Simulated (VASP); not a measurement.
Set up this calculation in VASP 6.6.1, as the native input.

| Quantity | Value |
| --- | --- |
| Task | single point |
| Functional | r2SCAN |
| Potentials or basis | VASP PAW PBE potentials, release 64 (Ge_d) |
| Cutoff | 550 eV |
| k mesh | 9 × 9 × 6 |
| Occupations | gaussian, width 0.01 eV |
| Spin | no spin polarisation |
| Dipole correction | no |
| Further INCAR settings | ALGO = Normal; EDIFF = 1e-06; NBANDS = 36 |

Crystal: Ge.

```
CELL_PARAMETERS angstrom
3.95476 0.00000 0.00000
-1.97738 3.42492 0.00000
0.00000 0.00000 6.53309
ATOMIC_POSITIONS crystal
Ge 0.33333 0.66667 0.00003
Ge 0.66667 0.33333 0.50003
Ge 0.33333 0.66667 0.37397
Ge 0.66667 0.33333 0.87397
```

This cell differs from its parent crystal: strained cell.

These files were run (other wordings do the same):

POSCAR

```
Ge
1.0
    3.9547584686      0.0000000000      0.0000000000
   -1.9773792343      3.4249212996      0.0000000000
    0.0000000000      0.0000000000      6.5330932911
Ge
4
Direct
    0.3333333333      0.6666666667      0.0000288195
    0.6666666667      0.3333333333      0.5000288195
    0.3333333333      0.6666666667      0.3739711805
    0.6666666667      0.3333333333      0.8739711805
```

INCAR.step1

```
SYSTEM = Ge
ALGO = Normal ; EDIFF = 1E-5
ENCUT = 550 ; GGA = PE
GGA_COMPAT = .False. ; ISMEAR = 0
LASPH = .True. ; LCHARG = .False.
LREAL = .False. ; LWAVE = .True.
NBANDS = 36 ; NELM = 120
PREC = Accurate ; SIGMA = 0.01
```

INCAR.step2

```
SYSTEM = Ge
ALGO = Normal ; EDIFF = 1E-6
ENCUT = 550 ; GGA_COMPAT = .False.
ISIF = 2 ; ISMEAR = 0
ISTART = 1 ; LASPH = .True.
LCHARG = .True. ; LELF = .True.
LMIXTAU = .True. ; LREAL = .False.
LVHAR = .True. ; LWAVE = .False.
METAGGA = R2SCAN ; NBANDS = 36
NELM = 120 ; PREC = Accurate
SIGMA = 0.01
```

KPOINTS

```
k-points
0
Gamma
  9 9 6
  0 0 0
```

Potentials or basis: VASP PAW PBE potentials, release 64 (Ge_d).

Command:

```console
$ cat potpaw_PBE.64/Ge_d/POTCAR > POTCAR
$ cp INCAR.step1 INCAR
$ mpirun -np 1 vasp_std > vasp.out
$ cp INCAR.step2 INCAR
$ mpirun -np 1 vasp_std > vasp.out
```

Results of the run:

```yaml
Pressure: 2.5 GPa
Band_gap_on_the_k_mesh: 0.16 eV
```

Caveat: the cell differs from its parent crystal (strained cell); semilocal functionals underestimate gaps, and a narrow one can read as zero; the PAW data sets were made with another functional, which shifts forces and pressure a little.

Run time: 9.5 min on 1 thread of Oxide Virtual Turin-like Processor, on a shared host, peak memory 0.25 GiB.
